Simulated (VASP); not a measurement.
# TePb in VASP: further runs, part 2 of 3

VASP 6.6.1. Earlier steps stand in the parts before.

### 3 Electric field gradients, PBEsol (equal xy, yz and zx shear strains of -2 %)

File INCAR:

```
PREC = Accurate ; ENCUT = 520
EDIFF = 1E-8 ; ISMEAR = -1
SIGMA = 0.03 ; LREAL = False
LASPH = True ; NELM = 80
ALGO = Normal ; ISIF = 2
LWAVE = False ; LCHARG = False
GGA = PS ; LEFG = True
NBANDS = 17
```

File KPOINTS:

```
regular mesh
0
Gamma
  10 10 10
```

File POSCAR:

```
TePb
1.0
   -0.0645400000      3.1947300000      3.1947300000
    3.1947300000     -0.0645400000      3.1947300000
    3.1947300000      3.1947300000     -0.0645400000
Te Pb
1 1
Direct
    0.5000000000      0.5000000000      0.5000000000
    0.0000000000      0.0000000000      0.0000000000
```

Potentials or basis: VASP PAW PBE potentials, release 64 (Te, Pb_d).

The run is started by

```bash
$ cat potpaw_PBE.64/Te/POTCAR potpaw_PBE.64/Pb_d/POTCAR > POTCAR
$ mpirun -np 1 vasp_std > vasp.out
```

OUTCAR:

```text
PREC = Accurate
   ENCUT = 520
   EDIFF = 1E-8
   ISMEAR = -1
   LREAL = False
   LASPH = True
   NELM = 80
   ISIF = 2
   GGA = PS

 ion  position               nearest neighbor table
   1  0.500  0.500  0.500-   2 3.23   2 3.23   2 3.23   2 3.23   2 3.23   2 3.23
   2  0.000  0.000  0.000-   1 3.23   1 3.23   1 3.23   1 3.23   1 3.23   1 3.23

  LATTYP: Found a trigonal (rhomboedric) cell.
 ALAT       =     4.5184914471
 COS(alpha) =     0.4797000918

  Lattice vectors:

 A1 = (  -0.0645400000,   3.1947300000,   3.1947300000)
 A2 = (   3.1947300000,  -0.0645400000,   3.1947300000)
 A3 = (   3.1947300000,   3.1947300000,  -0.0645400000)

Analysis of symmetry for initial positions (statically):
=====================================================================
 Subroutine PRICEL returns:
 Original cell was already a primitive cell.

 Routine SETGRP: Setting up the symmetry group for a
 trigonal (rhombohedral) supercell.

 Subroutine GETGRP returns: Found 12 space group operations
 (whereof 12 operations were pure point group operations)
 out of a pool of 12 trial point group operations.

The static configuration has the point symmetry D_3d.

Analysis of symmetry for dynamics (positions and initial velocities):
=====================================================================
 Subroutine PRICEL returns:
 Original cell was already a primitive cell.

 Routine SETGRP: Setting up the symmetry group for a
 trigonal (rhombohedral) supercell.

 Subroutine GETGRP returns: Found 12 space group operations
 (whereof 12 operations were pure point group operations)
 out of a pool of 12 trial point group operations.

[... 152 lines left out ...]
 fundamental gap:      0.4639344421
 Fermi energy:         5.8097949225

 k-point     1 :       0.0000    0.0000    0.0000
  band No.  band energies     occupation
      1     -11.1249      2.00000
      2     -11.1249      2.00000
      3     -11.1141      2.00000
      4     -11.1118      2.00000
      5     -11.1118      2.00000
      6      -6.5534      2.00000
[... 457 lines left out ...]
      4     -11.0927      2.00000
      5     -11.0915      2.00000
      6      -5.2831      2.00000
[... 9 lines left out ...]
     16      15.1836      0.00000
     17      15.4901      0.00000

 [... further k-points ...]
[... 5 lines left out ...]
  --------------------------------------------------------------------------------------
  -------------------------------------------------------------------------------------
  Total       -0.1050882     -0.1050882     -0.1050882      0.1204935      0.1204935      0.1204935
  in kB       -2.5059302     -2.5059302     -2.5059302      2.8732839      2.8732839      2.8732839
  external PRESSURE =      -2.5059302 kB  Pullay stress =       0.0000000 kB

 VOLUME and BASIS-vectors are now :
 -----------------------------------------------------------------------------
  energy-cutoff  :      520.00
  volume of cell :       67.19
      direct lattice vectors                 reciprocal lattice vectors
    -0.064540000  3.194730000  3.194730000    -0.151843192  0.154973979  0.154973979
     3.194730000 -0.064540000  3.194730000     0.154973979 -0.151843192  0.154973979
     3.194730000  3.194730000 -0.064540000     0.154973979  0.154973979 -0.151843192

 POSITION                                       TOTAL-FORCE (eV/Angst)
 -----------------------------------------------------------------------------------
      3.16246      3.16246      3.16246         0.000000     -0.000000     -0.000000
      0.00000      0.00000      0.00000        -0.000000      0.000000      0.000000
 -----------------------------------------------------------------------------------
    total drift:                               -0.000000      0.000000      0.000000

  FREE ENERGIE OF THE ION-ELECTRON SYSTEM (eV)
  ---------------------------------------------------
  free  energy   TOTEN  =        -8.2553851530 eV

  energy  without entropy=       -8.2553843242  energy(sigma->0) =       -8.25538474

 Electric field gradients (V/A^2)
---------------------------------------------------------------------
 ion       V_xx      V_yy      V_zz      V_xy      V_xz      V_yz
---------------------------------------------------------------------
   1       0.000     0.000     0.000   -10.813   -10.813   -10.813
   2      -0.000     0.000    -0.000     0.815     0.815     0.815
---------------------------------------------------------------------

 Electric field gradients after diagonalization (V/A^2)
 (convention: |V_zz| > |V_xx| > |V_yy|)
----------------------------------------------------------------------
 ion       V_xx      V_yy      V_zz     asymmetry (V_yy - V_xx)/ V_zz
----------------------------------------------------------------------
   1      10.813    10.813   -21.625       0.000
   2      -0.815    -0.815     1.630       0.000
----------------------------------------------------------------------

           NMR quadrupolar parameters

 Cq : quadrupolar parameter    Cq=e*Q*V_zz/h
 eta: asymmetry parameters     (V_yy - V_xx)/ V_zz
 Q  : nuclear electric quadrupole moment in mb (millibarn)
----------------------------------------------------------------------
 ion       Cq(MHz)       eta       Q (mb)
----------------------------------------------------------------------
   1      -0.052       0.000       1.000
   2       0.004       0.000       1.000
----------------------------------------------------------------------
```

OSZICAR:

```text
N       E                     dE             d eps       ncg     rms          rms(c)
DAV:   1     0.150678695433E+03    0.15068E+03   -0.91307E+03  3944   0.114E+03
DAV:   2     0.201758559100E+01   -0.14866E+03   -0.14411E+03  4147   0.293E+02
DAV:   3    -0.810030027929E+01   -0.10118E+02   -0.10062E+02  5186   0.834E+01
DAV:   4    -0.836524052141E+01   -0.26494E+00   -0.26477E+00  4975   0.150E+01
DAV:   5    -0.837508279737E+01   -0.98423E-02   -0.98419E-02  5616   0.258E+00    0.336E+00
DAV:   6    -0.826092754525E+01    0.11416E+00   -0.24575E-01  5801   0.373E+00    0.208E+00
DAV:   7    -0.825513457439E+01    0.57930E-02   -0.72542E-02  5170   0.141E+00    0.879E-01
DAV:   8    -0.825546959073E+01   -0.33502E-03   -0.83348E-03  4982   0.915E-01    0.121E-01
DAV:   9    -0.825538443309E+01    0.85158E-04   -0.11181E-03  6010   0.333E-01    0.442E-02
DAV:  10    -0.825538331366E+01    0.11194E-05   -0.10339E-04  5274   0.867E-02    0.217E-02
DAV:  11    -0.825538532522E+01   -0.20116E-05   -0.19015E-05  5072   0.304E-02    0.122E-02
DAV:  12    -0.825538535909E+01   -0.33868E-07   -0.98728E-07  5023   0.913E-03    0.814E-03
DAV:  13    -0.825538513445E+01    0.22464E-06   -0.16087E-07  5107   0.330E-03    0.351E-03
DAV:  14    -0.825538515619E+01   -0.21742E-07   -0.14967E-07  5424   0.332E-03    0.569E-04
DAV:  15    -0.825538515302E+01    0.31721E-08   -0.12189E-08  2908   0.766E-04
   1 F= -.82553852E+01 E0= -.82553847E+01  d E =-.828868E-06
```

stdout:

```text
POSCAR found type information on POSCAR TePb
 POSCAR found :  2 types and       2 ions
 scaLAPACK will be used
 -----------------------------------------------------------------------------
|                                                                             |
|                                                                             |
|     You enforced a specific xc type in the INCAR file but a different       |
|     I HOPE YOU KNOW WHAT YOU ARE DOING!                                     |
|                                                                             |
 -----------------------------------------------------------------------------

 LDA part: xc-table for (Slater+PW92), standard interpolation
 POSCAR, INCAR and KPOINTS ok, starting setup
 FFT: planning ... GRIDC
 FFT: planning ... GRID_SOFT
 FFT: planning ... GRID
 WAVECAR not read
 entering main loop
ion   1

ion   2
```

It took 3.1 min on 1 thread of Intel Xeon 8259CL, shared host; peak memory 0.3 GiB.

What came out:

* Free energy: -8.2554 eV
* Pressure: -0.3 GPa
* Band gap on the k mesh: 0.46 eV (least direct gap 0.64 eV)
* Largest electric field gradient by atom: Te -21.6; Pb +1.6 V/Å²

Stress tensor (GPa, compression positive):
```
-0.25  0.29  0.29
 0.29 -0.25  0.29
 0.29  0.29 -0.25
```

Levels at points of the mesh, in eV from the valence-band top:
```tsv
k point	band 6	band 7	band 8	band 9	band 10	band 11	band 12	band 13	band 14	band 15
(0.00, 0.00, 0.00)	-12.11	-5.66	-1.48	-1.48	-1.22	3.96	4.04	4.04	5.58	5.58
(0.50, 0.00, 0.00)	-10.68	-8.70	-0.94	-0.86	0.00	0.64	1.18	1.31	8.19	8.88
(0.50, 0.50, 0.00)	-10.41	-7.36	-4.60	-2.97	-2.77	3.15	5.38	5.45	6.65	10.06
(0.50, 0.50, 0.50)	-10.62	-8.60	-1.02	-1.02	-0.19	0.46	1.05	1.05	8.34	9.28
```

Electric field gradients, principal values (V/Å²):
```
atom   least  middle  greatest (by size)
1 Te  10.813  10.813             -21.625
2 Pb  -0.815  -0.815               1.630
```

Caveat: the cell differs from its parent crystal (equal xy, yz and zx shear strains of -2 %); without QUAD_EFG the Cq values of the log hold for a quadrupole moment of 1 mb, not for the nuclei; the PAW data sets were made with another functional, which shifts forces and pressure a little; spin-orbit coupling is left out, which moves the levels of the heavy elements.

### 4 Electric field gradients, PBEsol (equal xy, yz and zx shear strains of -2 %)

File INCAR:

```
SYSTEM = TePb
ALGO = Normal
EDIFF = 1E-8
ENCUT = 520
GGA = PS
ISIF = 2
ISMEAR = -1
LASPH = .TRUE.
LCHARG = .FALSE.
LEFG = .TRUE.
LREAL = .FALSE.
LWAVE = .FALSE.
NBANDS = 17
NELM = 80
PREC = Accurate
SIGMA = 0.03
```

File KPOINTS:

```
k-points
0
G
  10 10 10
  0 0 0
```

POSCAR is that of step 3.

Potentials or basis: VASP PAW PBE potentials, release 64 (Te, Pb_d).

The run is started by

```bash
$ cat potpaw_PBE.64/Te/POTCAR potpaw_PBE.64/Pb_d/POTCAR > POTCAR
$ mpirun -np 1 vasp_std > vasp.out
```

OUTCAR:

```text
SYSTEM = TePb
   EDIFF = 1E-8
   ENCUT = 520
   GGA = PS
   ISIF = 2
   ISMEAR = -1
   LASPH = .TRUE.
   LREAL = .FALSE.
   NELM = 80
   PREC = Accurate

 ion  position               nearest neighbor table
   1  0.500  0.500  0.500-   2 3.23   2 3.23   2 3.23   2 3.23   2 3.23   2 3.23
   2  0.000  0.000  0.000-   1 3.23   1 3.23   1 3.23   1 3.23   1 3.23   1 3.23

  LATTYP: Found a trigonal (rhomboedric) cell.
 ALAT       =     4.5184914471
 COS(alpha) =     0.4797000918

  Lattice vectors:

 A1 = (  -0.0645400000,   3.1947300000,   3.1947300000)
 A2 = (   3.1947300000,  -0.0645400000,   3.1947300000)
 A3 = (   3.1947300000,   3.1947300000,  -0.0645400000)

Analysis of symmetry for initial positions (statically):
=====================================================================
 Subroutine PRICEL returns:
 Original cell was already a primitive cell.

 Routine SETGRP: Setting up the symmetry group for a
 trigonal (rhombohedral) supercell.

 Subroutine GETGRP returns: Found 12 space group operations
 (whereof 12 operations were pure point group operations)
 out of a pool of 12 trial point group operations.

The static configuration has the point symmetry D_3d.

Analysis of symmetry for dynamics (positions and initial velocities):
=====================================================================
 Subroutine PRICEL returns:
 Original cell was already a primitive cell.

 Routine SETGRP: Setting up the symmetry group for a
 trigonal (rhombohedral) supercell.

 Subroutine GETGRP returns: Found 12 space group operations
 (whereof 12 operations were pure point group operations)
 out of a pool of 12 trial point group operations.

The dynamic configuration has the point symmetry D_3d.

 Subroutine INISYM returns: Found 12 space group operations
 (whereof 12 operations are pure point group operations),
 and found     1 'primitive' translations

----------------------------------------------------------------------------------------

                                     Primitive cell

  volume of cell :      67.1886

  direct lattice vectors                    reciprocal lattice vectors
    -0.064540000  3.194730000  3.194730000    -0.151843192  0.154973979  0.154973979
     3.194730000 -0.064540000  3.194730000     0.154973979 -0.151843192  0.154973979
     3.194730000  3.194730000 -0.064540000     0.154973979  0.154973979 -0.151843192

  length of vectors
     4.518491447  4.518491447  4.518491447     0.266627499  0.266627499  0.266627499

  position of ions in fractional coordinates (direct lattice)
     0.500000000  0.500000000  0.500000000
     0.000000000  0.000000000  0.000000000

  ion indices of the primitive-cell ions
   primitive index   ion index
                 1           1
                 2           2

----------------------------------------------------------------------------------------

 KPOINTS: k-points

Automatic generation of k-mesh.
 Grid dimensions read from file:
 generate k-points for:   10   10   10
[... 66 lines left out ...]
   EDIFFG = 0.1E-06   stopping-criterion for IOM
   NSW    =      0    number of steps for IOM
   IBRION =     -1    ionic relax: 0-MD 1-quasi-New 2-CG
   NFREE  =      0    steps in history (QN), initial steepest desc. (CG)
   ISIF   =      2    stress and relaxation
   ISYM   =      2    0-nonsym 1-usesym 2-fastsym
   POTIM  = 0.5000    time-step for ionic-motion
   TEBEG  =    0.0;   TEEND  =   0.0 temperature during run
   PSTRESS=    0.0 pullay stress
   NELECT =      20.0000    total number of electrons
   NUPDOWN=      -1.0000    fix difference up-down
   EMIN   =  10.00;   EMAX   =-10.00  energy-range for DOS
   EFERMI =   0.00;   METHOD = LEGACY
   ISMEAR =    -1;   SIGMA  =   0.03  broadening in eV -4-tet -1-fermi 0-gaus
   EFERMI_NEDOS =   21; number of points for ismear=-14 and -15
   IALGO  =     38    algorithm
   IMIX   =      4    mixing-type and parameters
     AMIX     =   0.40;   BMIX     =  1.00
     AMIX_MAG =   1.60;   BMIX_MAG =  1.00
  volume/ion in A,a.u.               =      33.59       226.71
  Fermi-wavevector in a.u.,A,eV,Ry     =   1.093082  2.065626 16.256639  1.194829
  Thomas-Fermi vector in A             =   2.229361
   LORBIT       =      0    0 simple, 1 ext, 2 COOP (PROOUT), +10 PAW based schemes
   GGA     = PS    functional components
   LHFCALC =     F    Hartree Fock is set to
   AEXX    =    0.0000 exact exchange contribution
   IVDW    =     0    specifies the selected vdW correction
   LEPSILON=     F    determine dielectric tensor
   LRPA    =     F    only Hartree local field effects (RPA)
 non-spin polarized calculation
  energy-cutoff  :      520.00
  volume of cell :       67.19
 maximum number of plane-waves:      1831
 NGX is ok and might be reduce to    36
   NGX = 17   NGY = 17   NGZ = 17

 number of electron      20.0000001 magnetization

 Free energy of the ion-electron system (eV)
  ---------------------------------------------------
  ext. energy  EPLUGINS =         0.00000000
  ---------------------------------------------------
  free energy    TOTEN  =        -8.25538515 eV

  energy without entropy =       -8.25538432  energy(sigma->0) =       -8.25538474

 E-fermi :   5.8098     XC(G=0):  -9.4887

 val. band max:        5.5608230294   @ k =   0.5000   0.0000   0.0000
 cond. band min:       6.0247574715   @ k =   0.5000   0.5000   0.5000
 fundamental gap:      0.4639344421
 Fermi energy:         5.8097949225

 k-point     1 :       0.0000    0.0000    0.0000
  band No.  band energies     occupation
      1     -11.1249      2.00000
      2     -11.1249      2.00000
      3     -11.1141      2.00000
      4     -11.1118      2.00000
      5     -11.1118      2.00000
      6      -6.5534      2.00000
[... 457 lines left out ...]
      4     -11.0927      2.00000
      5     -11.0915      2.00000
      6      -5.2831      2.00000
[... 9 lines left out ...]
     16      15.1836      0.00000
     17      15.4901      0.00000

 [... further k-points ...]
[... 5 lines left out ...]
  --------------------------------------------------------------------------------------
  -------------------------------------------------------------------------------------
  Total       -0.1050882     -0.1050882     -0.1050882      0.1204935      0.1204935      0.1204935
  in kB       -2.5059302     -2.5059302     -2.5059302      2.8732839      2.8732839      2.8732839
  external PRESSURE =      -2.5059302 kB  Pullay stress =       0.0000000 kB

 VOLUME and BASIS-vectors are now :
 -----------------------------------------------------------------------------
  energy-cutoff  :      520.00
  volume of cell :       67.19
      direct lattice vectors                 reciprocal lattice vectors
    -0.064540000  3.194730000  3.194730000    -0.151843192  0.154973979  0.154973979
     3.194730000 -0.064540000  3.194730000     0.154973979 -0.151843192  0.154973979
     3.194730000  3.194730000 -0.064540000     0.154973979  0.154973979 -0.151843192

 POSITION                                       TOTAL-FORCE (eV/Angst)
 -----------------------------------------------------------------------------------
      3.16246      3.16246      3.16246         0.000000     -0.000000     -0.000000
      0.00000      0.00000      0.00000        -0.000000      0.000000      0.000000
 -----------------------------------------------------------------------------------
    total drift:                               -0.000000      0.000000      0.000000

  FREE ENERGIE OF THE ION-ELECTRON SYSTEM (eV)
  ---------------------------------------------------
  free  energy   TOTEN  =        -8.2553851530 eV

  energy  without entropy=       -8.2553843242  energy(sigma->0) =       -8.25538474

 Electric field gradients (V/A^2)
---------------------------------------------------------------------
 ion       V_xx      V_yy      V_zz      V_xy      V_xz      V_yz
---------------------------------------------------------------------
   1       0.000     0.000     0.000   -10.813   -10.813   -10.813
   2      -0.000     0.000    -0.000     0.815     0.815     0.815
---------------------------------------------------------------------

 Electric field gradients after diagonalization (V/A^2)
 (convention: |V_zz| > |V_xx| > |V_yy|)
----------------------------------------------------------------------
 ion       V_xx      V_yy      V_zz     asymmetry (V_yy - V_xx)/ V_zz
----------------------------------------------------------------------
   1      10.813    10.813   -21.625       0.000
   2      -0.815    -0.815     1.630       0.000
----------------------------------------------------------------------

           NMR quadrupolar parameters

 Cq : quadrupolar parameter    Cq=e*Q*V_zz/h
 eta: asymmetry parameters     (V_yy - V_xx)/ V_zz
 Q  : nuclear electric quadrupole moment in mb (millibarn)
----------------------------------------------------------------------
 ion       Cq(MHz)       eta       Q (mb)
----------------------------------------------------------------------
   1      -0.052       0.000       1.000
   2       0.004       0.000       1.000
----------------------------------------------------------------------
```

stdout:

```text
POSCAR found type information on POSCAR TePb
 POSCAR found :  2 types and       2 ions
 scaLAPACK will be used
 -----------------------------------------------------------------------------
|                                                                             |
|                                                                             |
|     You enforced a specific xc type in the INCAR file but a different       |
|     I HOPE YOU KNOW WHAT YOU ARE DOING!                                     |
|                                                                             |
 -----------------------------------------------------------------------------

 LDA part: xc-table for (Slater+PW92), standard interpolation
 POSCAR, INCAR and KPOINTS ok, starting setup
 FFT: planning ... GRIDC
 FFT: planning ... GRID_SOFT
 FFT: planning ... GRID
 WAVECAR not read
 entering main loop
ion   1

ion   2
```

Wall time 2.6 min (1 thread of Intel Xeon 8259CL, shared host); peak memory 0.3 GiB.

Results:

```
Free energy                             : -8.2554 eV
Pressure                                : -0.3 GPa
Band gap on the k mesh                  : 0.46 eV (least direct gap 0.64 eV)
Largest electric field gradient by atom : Te -21.6; Pb +1.6 V/Å²
```

Stress tensor (GPa, compression positive):
```
-0.25  0.29  0.29
 0.29 -0.25  0.29
 0.29  0.29 -0.25
```

Electric field gradients, principal values (V/Å²):
| atom | least | middle | greatest (by size) |
| --- | --- | --- | --- |
| 1 Te | 10.813 | 10.813 | -21.625 |
| 2 Pb | -0.815 | -0.815 | 1.630 |

Caveat: the cell differs from its parent crystal (equal xy, yz and zx shear strains of -2 %); without QUAD_EFG the Cq values of the log hold for a quadrupole moment of 1 mb, not for the nuclei; the PAW data sets were made with another functional, which shifts forces and pressure a little; spin-orbit coupling is left out, which moves the levels of the heavy elements. A k mesh can miss the band edges.

(Continued in part 3 of 3.)
